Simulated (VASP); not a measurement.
# Ge32H20CO in VASP: a series of runs

The runs below take Ge32H20CO through single point, with PBE+D3(BJ).

Program: VASP 6.6.1. These are calculated values, not measurements. Logs are shortened: lines on timing, memory, paths and dates and some standing lists are left out, and cuts for length are marked.

## Step 1: The cell of the first run

The cell holds a slab with vacuum, 54 atoms: a = 11.316 Å, b = 11.316 Å, c = 20.913 Å, α = 90.00°, β = 90.00°, γ = 90.00°.

## Step 2: Single point, PBE+D3(BJ)

Contents of INCAR:

```
SYSTEM = Ge32H20CO
  ALGO = Normal
  EDIFF = 1E-6
  ENCUT = 520
  GGA = PE
  ISIF = 2
  ISMEAR = 0
  IVDW = 12
  LASPH = .TRUE.
  LCHARG = .FALSE.
  LREAL = Auto
  LWAVE = .FALSE.
  NBANDS = 272
  NELM = 60
  PREC = Accurate
  SIGMA = 0.03
```

Contents of KPOINTS:

```
k-points
0
G
  1 1 1
  0 0 0
```

Contents of POSCAR:

```
Ge32H20CO
1.0
    8.0016200000      8.0016200000      0.0000000000
   -8.0016200000      8.0016200000      0.0000000000
    0.0000000000      0.0000000000     20.9129000000
Ge H O C
32 20 1 1
Direct
   -0.3116586391      0.3077520552      0.3416030775
   -0.1801765143     -0.3065674201      0.3415755347
    0.0408471035     -0.0267407100      0.3831163062
    0.3184170206      0.1923894161      0.3412312496
   -0.0371061735     -0.4685568047      0.3828099881
    0.1888142026     -0.1901128147      0.3481117396
    0.4609976480      0.0297732209      0.3811249516
    0.5451280491     -0.5319877100      0.3820876110
   -0.1222411837      0.3839131951      0.3014686629
   -0.1073829425     -0.1141656939      0.3048915263
    0.1276947668      0.1177299097      0.3009759526
    0.3917273002      0.3853068504      0.3049127094
    0.1127761628     -0.3805849316      0.3052770300
    0.3744425504     -0.1149087310      0.2992901989
    0.6134202199      0.1154651808      0.3048068417
    0.6282639016     -0.3817100787      0.3014757877
    0.0011510794      0.2497223687      0.2346695102
    0.0012699303     -0.2521313809      0.2298950409
    0.2502901912      0.0002112072      0.2271705981
    0.5007780924      0.2483827025      0.2298315872
    0.2501950855     -0.4991264269      0.2363012782
    0.5004547829     -0.2500073735      0.2348726384
    0.7513417283     -0.0013605995      0.2356051050
    0.7502856921     -0.5004836521      0.2280879266
   -0.1250000000      0.1250000000      0.1644629870
   -0.1250000000     -0.3750000000      0.1644629870
    0.1250000000     -0.1250000000      0.1644629870
    0.3750000000      0.1250000000      0.1644629870
    0.1250000000     -0.6250000000      0.1644629870
    0.3750000000     -0.3750000000      0.1644629870
    0.6250000000     -0.1250000000      0.1644629870
    0.6250000000     -0.6250000000      0.1644629870
   -0.0489780195      0.0489780195      0.1195430093
   -0.2010219805      0.2010219805      0.1195430093
   -0.0489780195     -0.4510219805      0.1195430093
   -0.2010219805     -0.2989780195      0.1195430093
    0.2010219805     -0.2010219805      0.1195430093
    0.0489780195     -0.0489780195      0.1195430093
    0.4510219805      0.0489780195      0.1195430093
    0.2989780195      0.2010219805      0.1195430093
    0.2010219805     -0.7010219805      0.1195430093
    0.0489780195     -0.5489780195      0.1195430093
    0.4510219805     -0.4510219805      0.1195430093
    0.2989780195     -0.2989780195      0.1195430093
    0.7010219805     -0.2010219805      0.1195430093
    0.5489780195     -0.0489780195      0.1195430093
    0.7010219805     -0.7010219805      0.1195430093
    0.5489780195     -0.5489780195      0.1195430093
    0.3199169043     -0.1485918477      0.4470470858
    0.4170994124     -0.3133430480      0.4050220199
    0.2960414891     -0.3993153261      0.4349350879
    0.3943006541     -0.3273524611      0.4899861330
    0.2714277859     -0.2202555233      0.4427827322
    0.3508407048     -0.3211660889      0.4432597583
```

Potentials or basis: VASP PAW PBE potentials, release 64 (Ge_d, H, O, C).

Command:

```console
> cat potpaw_PBE.64/Ge_d/POTCAR potpaw_PBE.64/H/POTCAR potpaw_PBE.64/O/POTCAR potpaw_PBE.64/C/POTCAR > POTCAR
> mpirun -np 1 vasp_gam > vasp.out
```

OUTCAR:

```text
SYSTEM = Ge32H20CO
   EDIFF = 1E-6
   ENCUT = 520
   GGA = PE
   ISIF = 2
   ISMEAR = 0
   IVDW = 12
   LASPH = .TRUE.
   LREAL = Auto
   NELM = 60
   PREC = Accurate
 IVDW          = 12

 ion  position               nearest neighbor table
   1  0.688  0.308  0.342-   9 2.46  15 2.46   8 2.58
   2  0.820  0.693  0.342-  10 2.45  16 2.47   5 2.59
   3  0.041  0.973  0.383-  10 2.54  11 2.57   6 2.60
   4  0.318  0.192  0.341-  12 2.46  11 2.47   7 2.59
   5  0.963  0.531  0.383-  13 2.55   9 2.57   2 2.59
   6  0.189  0.810  0.348-  53 2.22  14 2.49  13 2.49   3 2.60
   7  0.461  0.030  0.381-  15 2.54  14 2.56   4 2.59
   8  0.545  0.468  0.382-  12 2.55  16 2.57   1 2.58
   9  0.878  0.384  0.301-   1 2.46  24 2.48  17 2.49   5 2.57
  10  0.893  0.886  0.305-   2 2.45  23 2.51  18 2.53   3 2.54
  11  0.128  0.118  0.301-  19 2.46   4 2.47  17 2.49   3 2.57
  12  0.392  0.385  0.305-   4 2.46  21 2.52  20 2.53   8 2.55
  13  0.113  0.619  0.305-   6 2.49  18 2.49  21 2.51   5 2.55
  14  0.374  0.885  0.299-  19 2.44   6 2.49  22 2.49   7 2.56
[... 36 lines left out ...]
  51  0.296  0.601  0.435-  54 1.09
  52  0.394  0.673  0.490-  54 1.10
  53  0.271  0.780  0.443-  49 0.98  54 1.45   6 2.22
  54  0.351  0.679  0.443-  51 1.09  52 1.10  50 1.10  53 1.45

  LATTYP: Found a simple tetragonal cell.
 ALAT       =    11.3159995250
 C/A-ratio  =     1.8480824388

  Lattice vectors:

 A1 = (   8.0016200000,   8.0016200000,   0.0000000000)
 A2 = (  -8.0016200000,   8.0016200000,   0.0000000000)
 A3 = (   0.0000000000,   0.0000000000,  20.9129000000)

Analysis of symmetry for initial positions (statically):
=====================================================================
 Subroutine PRICEL returns:
 Original cell was already a primitive cell.

 Routine SETGRP: Setting up the symmetry group for a
 simple tetragonal supercell.

 Subroutine GETGRP returns: Found  1 space group operations
 (whereof  1 operations were pure point group operations)
 out of a pool of 16 trial point group operations.

The static configuration has the point symmetry C_1 .

Analysis of symmetry for dynamics (positions and initial velocities):
=====================================================================
 Subroutine PRICEL returns:
 Original cell was already a primitive cell.

 Routine SETGRP: Setting up the symmetry group for a
 simple tetragonal supercell.

 Subroutine GETGRP returns: Found  1 space group operations
 (whereof  1 operations were pure point group operations)
[... 187 lines left out ...]
   NFREE  =      0    steps in history (QN), initial steepest desc. (CG)
   ISIF   =      2    stress and relaxation
   ISYM   =      2    0-nonsym 1-usesym 2-fastsym
   POTIM  = 0.5000    time-step for ionic-motion
   TEBEG  =    0.0;   TEEND  =   0.0 temperature during run
   PSTRESS=    0.0 pullay stress
   NELECT =     478.0000    total number of electrons
   NUPDOWN=      -1.0000    fix difference up-down
   EMIN   =  10.00;   EMAX   =-10.00  energy-range for DOS
   EFERMI =   0.00;   METHOD = LEGACY
   ISMEAR =     0;   SIGMA  =   0.03  broadening in eV -4-tet -1-fermi 0-gaus
   EFERMI_NEDOS =   21; number of points for ismear=-14 and -15
   IALGO  =     38    algorithm
   IMIX   =      4    mixing-type and parameters
     AMIX     =   0.40;   BMIX     =  1.00
     AMIX_MAG =   1.60;   BMIX_MAG =  1.00
  volume/ion in A,a.u.               =      49.59       334.66
  Fermi-wavevector in a.u.,A,eV,Ry     =   0.921759  1.741872 11.560052  0.849640
  Thomas-Fermi vector in A             =   2.047211
   LORBIT       =      0    0 simple, 1 ext, 2 COOP (PROOUT), +10 PAW based schemes
   GGA     = PE    functional components
   LHFCALC =     F    Hartree Fock is set to
   AEXX    =    0.0000 exact exchange contribution
   IVDW    =    12    specifies the selected vdW correction
   LEPSILON=     F    determine dielectric tensor
   LRPA    =     F    only Hartree local field effects (RPA)
 non-spin polarized calculation
 Gauss-broadening in eV      SIGMA  =   0.03
  energy-cutoff  :      520.00
  volume of cell :     2677.94
 maximum number of plane-waves:     35941
   NGX = 43   NGY = 43   NGZ = 77

 number of electron     477.9999647 magnetization

 Free energy of the ion-electron system (eV)
  ---------------------------------------------------
  ext. energy  EPLUGINS =         0.00000000
  ---------------------------------------------------
  free energy    TOTEN  =      -215.75713301 eV

  energy without entropy =     -215.75713301  energy(sigma->0) =     -215.75713301

 E-fermi :  -1.9281     XC(G=0):  -3.7407

 val. band max:       -2.0913418225   @ k =   0.0000   0.0000   0.0000
 cond. band min:      -1.5582663527   @ k =   0.0000   0.0000   0.0000
 fundamental gap:      0.5330754698
 Fermi energy:        -1.9280582160

 k-point     1 :       0.0000    0.0000    0.0000
  band No.  band energies     occupation
      1     -26.5606      2.00000
      2     -26.5359      2.00000
      3     -26.5197      2.00000
      4     -26.4993      2.00000
      5     -26.4954      2.00000
      6     -26.4808      2.00000
[... 243 lines left out ...]
    250       0.2652      0.00000
    251       0.5122      0.00000
 [bands above 251 left out]

------------------------ aborting loop because EDIFF is reached ----------------------------------------

 Edisp (eV)   -7.22811

 E8    (eV) :    -3.1872

  FORCE on cell =-STRESS in cart. coord.  units (eV):
  Direction    XX          YY          ZZ          XY          YZ          ZX
  --------------------------------------------------------------------------------------
  -------------------------------------------------------------------------------------
  Total      13.37526     4.47467    -0.51040    -1.76676    -0.08180    -0.04506
  in kB       8.00226     2.67714    -0.30537    -1.05703    -0.04894    -0.02696
  external pressure =        3.46 kB  Pullay stress =        0.00 kB

 VOLUME and BASIS-vectors are now :
 -----------------------------------------------------------------------------
  energy-cutoff  :      520.00
  volume of cell :     2677.94
      direct lattice vectors                 reciprocal lattice vectors
     8.001620000  8.001620000  0.000000000     0.062487346  0.062487346  0.000000000
    -8.001620000  8.001620000  0.000000000    -0.062487346  0.062487346  0.000000000
     0.000000000  0.000000000 20.912900000     0.000000000  0.000000000  0.047817376

 POSITION                                       TOTAL-FORCE (eV/Angst)
 -----------------------------------------------------------------------------------
      3.04533      7.97036      7.14391         0.000031     -0.005050     -0.000093
      1.01133     12.10850      7.14333        -0.002867     -0.003763     -0.001193
     -7.46081      8.11449      8.01207        -0.003483     -0.002050      0.007211
      1.00843      4.08728      7.13613        -0.004547     -0.003524      0.000231
      3.45230     11.95712      8.00567        -0.000748     -0.000161      0.007481
     -4.96959      7.99123      7.28003        -0.006676     -0.008218      0.000295
[... 46 lines left out ...]
     -4.06736      8.41108      9.25987        -0.068922     -0.050849     -0.024960
     -2.62448      8.23907      9.26985         0.110669     -0.033239      0.003029
 -----------------------------------------------------------------------------------
    total drift:                                0.009614     -0.008074      0.018379

  FREE ENERGIE OF THE ION-ELECTRON SYSTEM (eV)
  ---------------------------------------------------
  free  energy   TOTEN  =      -222.9852474294 eV

  energy  without entropy=     -222.9852474294  energy(sigma->0) =     -222.98524743
```

Wall time 45 min (1 thread of AMD EPYC 7R43 (Zen 3), shared host); peak memory 1.9 GiB.

Results:

| Item | Value |
| --- | --- |
| Free energy | -222.9852 eV |
| Largest force | 0.627 eV/Å |
| Dispersion energy per atom | -0.134 eV |

Forces on the atoms (eV/Å):
```
Ge   0.000 -0.005  0.000
Ge  -0.003 -0.004 -0.001
Ge  -0.003 -0.002  0.007
Ge  -0.005 -0.004  0.000
Ge  -0.001  0.000  0.007
Ge  -0.007 -0.008  0.000
Ge   0.001  0.002  0.006
Ge  -0.005  0.000  0.008
Ge  -0.001 -0.001 -0.005
Ge   0.002 -0.002  0.000
Ge  -0.001  0.001 -0.001
Ge   0.002 -0.004 -0.001
Ge  -0.001 -0.001 -0.001
Ge   0.001 -0.002  0.000
Ge   0.003  0.002  0.002
Ge   0.001  0.001 -0.002
Ge   0.002  0.001 -0.003
Ge   0.001  0.002 -0.005
Ge   0.003  0.001 -0.001
Ge   0.000  0.004 -0.007
Ge  -0.001  0.001  0.000
Ge   0.000  0.001 -0.004
Ge   0.004  0.000 -0.002
Ge   0.002  0.001 -0.005
Ge  -0.154  0.041  0.546
Ge   0.078  0.050 -0.518
Ge  -0.089 -0.132 -0.522
Ge   0.024  0.003 -0.626
Ge   0.145  0.030  0.564
Ge  -0.140  0.031  0.555
Ge   0.185 -0.009  0.528
Ge  -0.067 -0.081 -0.498
H    0.028 -0.029  0.008
H    0.093 -0.001  0.024
H   -0.054  0.036 -0.046
H    0.088  0.033  0.009
H   -0.085 -0.047 -0.008
H    0.049 -0.054 -0.049
H   -0.052  0.056 -0.045
H    0.096  0.088 -0.011
H   -0.080  0.032  0.025
H   -0.023  0.049  0.017
H    0.021 -0.027  0.013
H    0.082  0.000  0.022
H   -0.079  0.010  0.015
H   -0.028  0.031  0.028
H   -0.090 -0.050  0.004
H    0.051 -0.052 -0.022
H   -0.050  0.094  0.017
H    0.007  0.007 -0.013
H    0.002 -0.014  0.000
H    0.004  0.006  0.012
O   -0.069 -0.051 -0.025
C    0.111 -0.033  0.003
```

Levels at points of the mesh, in eV from the Fermi level:
```
           k point  band 237  band 238  band 239  band 240  band 241  band 242
(0.00, 0.00, 0.00)     -0.30     -0.21     -0.16      0.37      0.77      1.09
```

Caveat: the k points lie up to 0.56 Å⁻¹ apart; there is no dipole correction, which matters where the two faces differ.

## Step 3: Single point, PBE+D3(BJ)

Contents of INCAR:

```
SYSTEM = Ge32H20CO
PREC = Accurate
ENCUT = 520
EDIFF = 1E-6
ISMEAR = 0
SIGMA = 0.03
LREAL = Auto
LASPH = .TRUE.
NELM = 80
ALGO = Normal
ISIF = 2
LWAVE = .FALSE.
LCHARG = .TRUE.
GGA = PE
IVDW = 12
LELF = .TRUE.
LVHAR = .TRUE.
NBANDS = 272
```

Contents of KPOINTS:

```
regular mesh
0
G
  1 1 1
  0 0 0
```

Contents of POSCAR:

```
Ge32H20CO
1.0
    8.0016200000      8.0016200000      0.0000000000
   -8.0016200000      8.0016200000      0.0000000000
    0.0000000000      0.0000000000     20.9129000000
Ge H O C
32 20 1 1
Direct
   -0.3105846066      0.3150756972      0.3424076049
   -0.1875502711     -0.3191492473      0.3434569572
    0.0521388169     -0.0520834531      0.3616262211
    0.3180589056      0.1887308445      0.3424270187
   -0.0269157996     -0.4662028439      0.3833680647
    0.2105966042     -0.2128297770      0.3561527096
    0.4704924753      0.0347677095      0.3825536870
    0.5334694724     -0.5337259205      0.3828906082
   -0.1179867952      0.3869185865      0.3048000038
   -0.1199304641     -0.1277261355      0.3010372545
    0.1274483792      0.1189088585      0.3008534923
    0.3860438886      0.3812338626      0.3031223790
    0.1133679180     -0.3774959321      0.3012328276
    0.3804855142     -0.1132520040      0.3043397616
    0.6155402906      0.1241049313      0.3026099202
    0.6198444190     -0.3868809691      0.3035239015
   -0.0009718657      0.2509581185      0.2350537228
    0.0009158770     -0.2517715788      0.2280648308
    0.2536808171     -0.0029938312      0.2290111367
    0.4994573599      0.2499582585      0.2286113834
    0.2489105331     -0.4993611919      0.2352514477
    0.4999480730     -0.2491424861      0.2359601490
    0.7489700836      0.0014078399      0.2349005159
    0.7515228166     -0.5010534117      0.2292483109
   -0.1250000000      0.1250000000      0.1644629870
   -0.1250000000     -0.3750000000      0.1644629870
    0.1250000000     -0.1250000000      0.1644629870
    0.3750000000      0.1250000000      0.1644629870
    0.1250000000     -0.6250000000      0.1644629870
    0.3750000000     -0.3750000000      0.1644629870
    0.6250000000     -0.1250000000      0.1644629870
    0.6250000000     -0.6250000000      0.1644629870
   -0.0489780195      0.0489780195      0.1195430093
   -0.2010219805      0.2010219805      0.1195430093
   -0.0489780195     -0.4510219805      0.1195430093
   -0.2010219805     -0.2989780195      0.1195430093
    0.2010219805     -0.2010219805      0.1195430093
    0.0489780195     -0.0489780195      0.1195430093
    0.4510219805      0.0489780195      0.1195430093
    0.2989780195      0.2010219805      0.1195430093
    0.2010219805     -0.7010219805      0.1195430093
    0.0489780195     -0.5489780195      0.1195430093
    0.4510219805     -0.4510219805      0.1195430093
    0.2989780195     -0.2989780195      0.1195430093
    0.7010219805     -0.2010219805      0.1195430093
    0.5489780195     -0.0489780195      0.1195430093
    0.7010219805     -0.7010219805      0.1195430093
    0.5489780195     -0.5489780195      0.1195430093
    0.0155104841     -0.0159593932      0.4306701127
    0.3397092714     -0.1261497672      0.4642902228
    0.4012243146     -0.2686627833      0.4787162469
    0.2804903257     -0.2162560831      0.5263991603
    0.2356544675     -0.2729089234      0.4358772337
    0.3180219755     -0.2179272447      0.4778606506
```

Potentials or basis: VASP PAW PBE potentials, release 64 (Ge_d, H, O, C).

Command:

```console
> cat potpaw_PBE.64/Ge_d/POTCAR potpaw_PBE.64/H/POTCAR potpaw_PBE.64/O/POTCAR potpaw_PBE.64/C/POTCAR > POTCAR
> mpirun -np 1 vasp_gam > vasp.out
```

Run time: 67 min. Hardware: 1 thread of AMD EPYC 7R43 (Zen 3), shared host; peak memory 1.9 GiB.

Results (log left out):

| Quantity | Value |
| --- | --- |
| Free energy | -223.3266 eV |
| Largest force | 0.614 eV/Å |
| Dispersion energy per atom | -0.132 eV |

Forces on the atoms (eV/Å):
```
Ge  -0.001 -0.001 -0.008
Ge   0.008  0.005 -0.023
Ge  -0.014 -0.005  0.026
Ge  -0.006  0.005  0.016
Ge   0.007 -0.004  0.014
Ge   0.006 -0.021 -0.010
Ge   0.001 -0.003 -0.002
Ge  -0.007 -0.003  0.009
Ge  -0.005  0.003 -0.003
Ge   0.002  0.000 -0.003
Ge   0.004  0.000 -0.004
Ge  -0.001 -0.002  0.003
Ge   0.002  0.000  0.003
Ge  -0.004 -0.003 -0.008
Ge   0.006  0.003  0.003
Ge   0.004  0.001 -0.007
Ge  -0.001  0.004 -0.003
Ge   0.009 -0.009  0.003
Ge  -0.002 -0.007 -0.009
Ge   0.003  0.005 -0.010
Ge   0.000 -0.002 -0.005
Ge  -0.003 -0.002  0.001
Ge  -0.001  0.003 -0.004
Ge   0.000  0.004  0.004
Ge  -0.106  0.004  0.499
Ge   0.032 -0.003 -0.601
Ge  -0.045  0.032 -0.473
Ge   0.058 -0.095 -0.559
Ge   0.153  0.043  0.492
Ge  -0.143  0.017  0.597
Ge   0.135 -0.046  0.526
Ge  -0.142  0.012 -0.484
H    0.027  0.010  0.023
H    0.079  0.002  0.028
H   -0.081 -0.032 -0.035
H    0.104 -0.055 -0.012
H   -0.095 -0.010 -0.014
H    0.051  0.033 -0.036
H   -0.081  0.042 -0.037
H    0.101 -0.014  0.000
H   -0.078 -0.013  0.017
H    0.007  0.001  0.028
H    0.026  0.011  0.010
H    0.084  0.013  0.021
H   -0.076  0.013  0.021
H    0.006 -0.003  0.028
H   -0.064 -0.001  0.010
H    0.053  0.029 -0.033
H   -0.007  0.003 -0.026
H   -0.029  0.003 -0.024
H    0.013  0.020  0.021
H    0.011 -0.023  0.012
O   -0.051 -0.048 -0.082
C    0.049  0.083  0.099
```

Levels at points of the mesh, in eV from the Fermi level:
```
           k point  band 235  band 236  band 237  band 238  band 239  band 240  band 241  band 242  band 243  band 244
(0.00, 0.00, 0.00)     -0.63     -0.56     -0.41     -0.30     -0.18      0.37      0.75      1.09      1.13      1.52
```

Caveat: the k points lie up to 0.56 Å⁻¹ apart; there is no dipole correction, which matters where the two faces differ.
